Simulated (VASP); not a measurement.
# Bi (Pm-3m) in VASP: single point with LDA

Aim: the single point of Bi with LDA.

Everything below comes from runs of VASP 6.6.1. Logs are shortened: lines on timing, memory, paths and dates and some standing lists are left out, and cuts for length are marked.

## (1) The cell of the first run

The structure is cubic, space group Pm-3m (No. 221). Conventional cell: a = 3.196 Å, b = 3.196 Å, c = 3.196 Å, α = 90.00°, β = 90.00°, γ = 90.00°. Within 4.2 Å of Bi (site symmetry m-3m) lie 6 Bi at 3.20 Å.

## (2) Single point, LDA

INCAR reads:

```
ALGO     = Normal         # electronic algorithm
EDIFF    = 1E-7           # SCF threshold, eV
ENCUT    = 520            # plane-wave cutoff, eV
ISIF     = 2              # what is computed and relaxed
ISMEAR   = -1             # smearing method
LASPH    = True           # aspherical terms in the spheres
LCHARG   = False          # write CHGCAR
LREAL    = False          # projectors in reciprocal space
LWAVE    = False          # write WAVECAR
NBANDS   = 14             # bands
NELM     = 100            # most SCF steps
PREC     = Accurate       # precision mode
SIGMA    = 0.13605693000000002 # smearing width, eV
```

KPOINTS reads:

```
k-points
0
Gamma
  10 10 10
```

POSCAR reads:

```
Bi
1.0
    3.1962194938      0.0000000000      0.0000000000
    0.0000000000      3.1962194938      0.0000000000
    0.0000000000      0.0000000000      3.1962194938
Bi
1
Direct
    0.0000000000      0.0000000000      0.0000000000
```

Potentials or basis: VASP PAW LDA potentials, release 64 (Bi_d).

Started as:

```bash
> cat potpaw_LDA.64/Bi_d/POTCAR > POTCAR
> mpirun -np 1 vasp_std > vasp.out
```

OUTCAR:

```text
EDIFF = 1E-7
   ENCUT = 520
   ISIF = 2
   ISMEAR = -1
   LASPH = True
   LREAL = False
   NELM = 100
   PREC = Accurate

 ion  position               nearest neighbor table
   1  0.000  0.000  0.000-

  LATTYP: Found a simple cubic cell.
 ALAT       =     3.1962194938

  Lattice vectors:

 A1 = (   3.1962194938,   0.0000000000,   0.0000000000)
 A2 = (   0.0000000000,   3.1962194938,   0.0000000000)
 A3 = (   0.0000000000,   0.0000000000,   3.1962194938)

Analysis of symmetry for initial positions (statically):
=====================================================================
 Subroutine PRICEL returns:
 Original cell was already a primitive cell.

 Routine SETGRP: Setting up the symmetry group for a
 simple cubic supercell.

 Subroutine GETGRP returns: Found 48 space group operations
 (whereof 48 operations were pure point group operations)
 out of a pool of 48 trial point group operations.

The static configuration has the point symmetry O_h .

Analysis of symmetry for dynamics (positions and initial velocities):
=====================================================================
 Subroutine PRICEL returns:
 Original cell was already a primitive cell.

 Routine SETGRP: Setting up the symmetry group for a
 simple cubic supercell.

 Subroutine GETGRP returns: Found 48 space group operations
 (whereof 48 operations were pure point group operations)
 out of a pool of 48 trial point group operations.

The dynamic configuration has the point symmetry O_h .

 Subroutine INISYM returns: Found 48 space group operations
 (whereof 48 operations are pure point group operations),
 and found     1 'primitive' translations

----------------------------------------------------------------------------------------

                                     Primitive cell

  volume of cell :      32.6520

  direct lattice vectors                    reciprocal lattice vectors
     3.196219494  0.000000000  0.000000000     0.312869627  0.000000000  0.000000000
     0.000000000  3.196219494  0.000000000     0.000000000  0.312869627  0.000000000
     0.000000000  0.000000000  3.196219494     0.000000000  0.000000000  0.312869627

  length of vectors
     3.196219494  3.196219494  3.196219494     0.312869627  0.312869627  0.312869627

  position of ions in fractional coordinates (direct lattice)
     0.000000000  0.000000000  0.000000000

  ion indices of the primitive-cell ions
   primitive index   ion index
                 1           1

----------------------------------------------------------------------------------------

 KPOINTS: k-points

Automatic generation of k-mesh.
 Grid dimensions read from file:
 generate k-points for:   10   10   10

 Generating k-lattice:

  Cartesian coordinates                     Fractional coordinates (reciprocal lattice)
     0.031286963  0.000000000  0.000000000     0.100000000  0.000000000  0.000000000
     0.000000000  0.031286963  0.000000000     0.000000000  0.100000000  0.000000000
     0.000000000  0.000000000  0.031286963     0.000000000  0.000000000  0.100000000

  Length of vectors
     0.031286963  0.031286963  0.031286963

  Shift w.r.t. Gamma in fractional coordinates (k-lattice)
     0.000000000  0.000000000  0.000000000

 Subroutine IBZKPT returns following result:
 ===========================================

 Found     56 irreducible k-points:

 Following reciprocal coordinates:
            Coordinates               Weight
  0.000000  0.000000  0.000000      1.000000
  0.100000  0.000000  0.000000      6.000000
  0.200000  0.000000  0.000000      6.000000
  0.300000  0.000000  0.000000      6.000000
  0.400000  0.000000  0.000000      6.000000
  0.500000  0.000000  0.000000      3.000000
[... 16 lines left out ...]
  0.200000  0.100000  0.100000     24.000000
  0.300000  0.100000  0.100000     24.000000
 [... further k-points ...]
   k-points           NKPTS =     56   k-points in BZ     NKDIM =     56   number of bands    NBANDS=     14
   number of dos      NEDOS =    301   number of ions     NIONS =      1
   total plane-waves  NPLWV =  13824
   dimension x,y,z NGX =    24 NGY =   24 NGZ =   24
   dimension x,y,z NGXF=    48 NGYF=   48 NGZF=   48
   ions per type =               1
   NGX,Y,Z   is equivalent  to a cutoff of  12.48, 12.48, 12.48 a.u.
   NGXF,Y,Z  is equivalent  to a cutoff of  24.97, 24.97, 24.97 a.u.
 SYSTEM =  unknown system
   PREC   = accura    normal or accurate (medium, high low for compatibility)
   ISTART =      0    job   : 0-new  1-cont  2-samecut
   ICHARG =      2    charge: 1-file 2-atom 10-const
   ISPIN  =      1    spin polarized calculation?
   LNONCOLLINEAR =      F non collinear calculations
   LSORBIT =      F    spin-orbit coupling
   LASPH  =      T    aspherical Exc in radial PAW
   ENCUT  =  520.0 eV  38.22 Ry    6.18 a.u.   5.94  5.94  5.94*2*pi/ulx,y,z
   NELM   =    100;   NELMIN=  2; NELMDL= -5     # of ELM steps
   EDIFF  = 0.1E-06   stopping-criterion for ELM
   LREAL  =      F    real-space projection
   EDIFFG = 0.1E-05   stopping-criterion for IOM
   NSW    =      0    number of steps for IOM
   IBRION =     -1    ionic relax: 0-MD 1-quasi-New 2-CG
   NFREE  =      0    steps in history (QN), initial steepest desc. (CG)
   ISIF   =      2    stress and relaxation
   ISYM   =      2    0-nonsym 1-usesym 2-fastsym
   POTIM  = 0.5000    time-step for ionic-motion
   TEBEG  =    0.0;   TEEND  =   0.0 temperature during run
   PSTRESS=    0.0 pullay stress
   NELECT =      15.0000    total number of electrons
   NUPDOWN=      -1.0000    fix difference up-down
   EMIN   =  10.00;   EMAX   =-10.00  energy-range for DOS
   EFERMI =   0.00;   METHOD = LEGACY
   ISMEAR =    -1;   SIGMA  =   0.14  broadening in eV -4-tet -1-fermi 0-gaus
   EFERMI_NEDOS =   21; number of points for ismear=-14 and -15
   IALGO  =     38    algorithm
   IMIX   =      4    mixing-type and parameters
     AMIX     =   0.40;   BMIX     =  1.00
     AMIX_MAG =   1.60;   BMIX_MAG =  1.00
  volume/ion in A,a.u.               =      32.65       220.35
  Fermi-wavevector in a.u.,A,eV,Ry     =   1.263190  2.387083 21.710120  1.595649
  Thomas-Fermi vector in A             =   2.396560
   LORBIT       =      0    0 simple, 1 ext, 2 COOP (PROOUT), +10 PAW based schemes
   GGA     = CA    functional components
   LHFCALC =     F    Hartree Fock is set to
   AEXX    =    0.0000 exact exchange contribution
   IVDW    =     0    specifies the selected vdW correction
   LEPSILON=     F    determine dielectric tensor
   LRPA    =     F    only Hartree local field effects (RPA)
 non-spin polarized calculation
  energy-cutoff  :      520.00
  volume of cell :       32.65
 maximum number of plane-waves:       912
 NGX is ok and might be reduce to    24
   NGX = 11   NGY = 11   NGZ = 11

 number of electron      15.0000014 magnetization

 Free energy of the ion-electron system (eV)
  ---------------------------------------------------
  ext. energy  EPLUGINS =         0.00000000
  ---------------------------------------------------
  free energy    TOTEN  =        -4.55517215 eV

  energy without entropy =       -4.52287388  energy(sigma->0) =       -4.53902301

 E-fermi :   6.8992     XC(G=0): -10.1752

 val. band max:        6.8316978554   @ k =   0.2000   0.2000   0.0000
 cond. band min:       6.9325204323   @ k =   0.4000   0.3000   0.3000
 fundamental gap:      0.1008225768
 Fermi energy:         6.8991902715

 k-point     1 :       0.0000    0.0000    0.0000
  band No.  band energies     occupation
      1     -16.0365      2.00000
      2     -16.0365      2.00000
      3     -15.6489      2.00000
      4     -15.6489      2.00000
      5     -15.6489      2.00000
      6      -6.5228      2.00000
      7      10.1888      0.00000
      8      10.1888      0.00000
      9      10.1888      0.00000
     10      13.5749      0.00000
     11      14.9891      0.00000
     12      14.9891      0.00000
     13      24.0441      0.00000
     14      24.0441      0.00000

 k-point     2 :       0.1000    0.0000    0.0000
  band No.  band energies     occupation
      1     -16.0349      2.00000
      2     -16.0064      2.00000
      3     -15.6585      2.00000
      4     -15.6585      2.00000
      5     -15.6481      2.00000
      6      -6.3906      2.00000
      7       8.6229      0.00001
      8      10.3375      0.00000
      9      10.3375      0.00000
     10      14.0583      0.00000
     11      15.0852      0.00000
     12      16.4124      0.00000
     13      23.1842      0.00000
     14      23.7714      0.00000

 k-point     3 :       0.2000    0.0000    0.0000
  band No.  band energies     occupation
      1     -16.0307      2.00000
      2     -15.9275      2.00000
      3     -15.6836      2.00000
      4     -15.6836      2.00000
      5     -15.6461      2.00000
      6      -6.0042      2.00000
      7       6.1956      1.98871
      8      10.7573      0.00000
      9      10.7573      0.00000
     10      14.4925      0.00000
     11      15.3756      0.00000
     12      19.4313      0.00000
     13      21.6024      0.00000
     14      22.5786      0.00000
[... 324 lines left out ...]
 k-point    23 :       0.2000    0.1000    0.1000
  band No.  band energies     occupation
      1     -15.9846      2.00000
      2     -15.9086      2.00000
      3     -15.6938      2.00000
      4     -15.6928      2.00000
      5     -15.6654      2.00000
      6      -5.7415      2.00000
      7       6.4763      1.91445
      8       9.2447      0.00000
      9       9.4315      0.00000
     10      16.4522      0.00000
     11      16.9977      0.00000
     12      19.3004      0.00000
     13      20.0261      0.00000
     14      20.5862      0.00000

 k-point    24 :       0.3000    0.1000    0.1000
  band No.  band energies     occupation
      1     -15.9796      2.00000
      2     -15.8097      2.00000
      3     -15.7255      2.00000
      4     -15.7244      2.00000
      5     -15.6627      2.00000
      6      -5.1518      2.00000
      7       4.2644      2.00000
      8       9.8651      0.00000
      9      10.0314      0.00000
     10      16.4856      0.00000
     11      17.0547      0.00000
     12      18.7705      0.00000
     13      18.8117      0.00000
     14      22.5585      0.00000

 [... further k-points ...]

------------------------ aborting loop because EDIFF is reached ----------------------------------------

  FORCE on cell =-STRESS in cart. coord.  units (eV):
  Direction    XX          YY          ZZ          XY          YZ          ZX
  --------------------------------------------------------------------------------------
  -------------------------------------------------------------------------------------
  Total        0.0158863      0.0158863      0.0158863     -0.0000000      0.0000000      0.0000000
  in kB        0.7795112      0.7795112      0.7795112     -0.0000000      0.0000000      0.0000000
  external PRESSURE =       0.7795112 kB  Pullay stress =       0.0000000 kB

 VOLUME and BASIS-vectors are now :
 -----------------------------------------------------------------------------
  energy-cutoff  :      520.00
  volume of cell :       32.65
      direct lattice vectors                 reciprocal lattice vectors
     3.196219494  0.000000000  0.000000000     0.312869627  0.000000000  0.000000000
     0.000000000  3.196219494  0.000000000     0.000000000  0.312869627  0.000000000
     0.000000000  0.000000000  3.196219494     0.000000000  0.000000000  0.312869627

 POSITION                                       TOTAL-FORCE (eV/Angst)
 -----------------------------------------------------------------------------------
      0.00000      0.00000      0.00000         0.000000      0.000000      0.000000
 -----------------------------------------------------------------------------------
    total drift:                                0.000000     -0.000000      0.000000

  FREE ENERGIE OF THE ION-ELECTRON SYSTEM (eV)
  ---------------------------------------------------
  free  energy   TOTEN  =        -4.5551721458 eV

  energy  without entropy=       -4.5228738823  energy(sigma->0) =       -4.53902301
```

Wall time 7.2 s (1 thread of Intel Xeon 6975P-C, shared host); peak memory 0.14 GiB.

Results:

* Free energy: -4.5552 eV
* Pressure: 0.1 GPa

Levels at points of the mesh, in eV from the Fermi level:
```tsv
k point	band 3	band 4	band 5	band 6	band 7	band 8	band 9	band 10	band 11	band 12
(0.00, 0.00, 0.00)	-22.55	-22.55	-22.55	-13.42	3.29	3.29	3.29	6.68	8.09	8.09
(0.50, 0.00, 0.00)	-22.65	-22.62	-22.54	-11.36	-5.23	5.31	5.31	9.87	10.44	10.47
(0.50, 0.50, 0.00)	-22.64	-22.64	-22.41	-9.31	-3.26	-3.26	2.70	7.45	12.12	12.12
(0.50, 0.50, 0.50)	-22.76	-22.41	-22.41	-7.22	-1.40	-1.40	-1.40	5.47	5.47	5.47
```

Caveat: spin-orbit coupling is left out, which moves the levels of the heavy elements.
